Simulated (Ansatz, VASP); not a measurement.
# One calculation of SiO2, two programs

```xyz
6
Lattice="4.1852 0.0000 0.0000 0.0000 4.3836 0.0000 0.0000 0.0000 2.6688" Properties=species:S:1:pos:R:3 pbc="T T T"
Si    0.0000    0.0000    0.0000
Si    2.0926    2.1918    1.3344
O     1.2615    1.3874    0.0000
O     0.8311    3.5791    1.3344
O     2.9237    2.9962    0.0000
O     3.3541    0.8044    1.3344
```

Change from the starting cell: uniaxial_y strain +4.7%.

Alike in both runs: task single point; functional r2SCAN; k mesh 6 × 6 × 10; no spin polarisation.

|  | VASP | Ansatz |
| --- | --- | --- |
| version | VASP 6.6.1 | Ansatz 0.2.0 |
| potentials or method | VASP PAW PBE potentials, release 64 (Si, O) | plane waves, PAW |
| plane-wave cutoff (eV) | 520 | 500 |
| occupations | gaussian, width 0.01 eV | fixed |
| valence electrons in the cell | 32 | 32 |

|  | VASP | Ansatz | Ansatz less VASP |
| --- | --- | --- | --- |
| gap on the k mesh at the Fermi level (eV) | 5.92 | 5.92 | +0.007 |
| pressure (GPa) | -11.0 | -11.4 | -0.37 |
| traceless stress, the component that is largest in VASP (GPa) | -7.38 | -7.04 | +0.343 |
| rms of the force components (eV/Å) | 0.014 | 0.000 | -0.0135 |

VASP's potentials were made for PBE, not for r2SCAN. Atom by atom the forces differ by 0.014 eV/Å (rms over components).
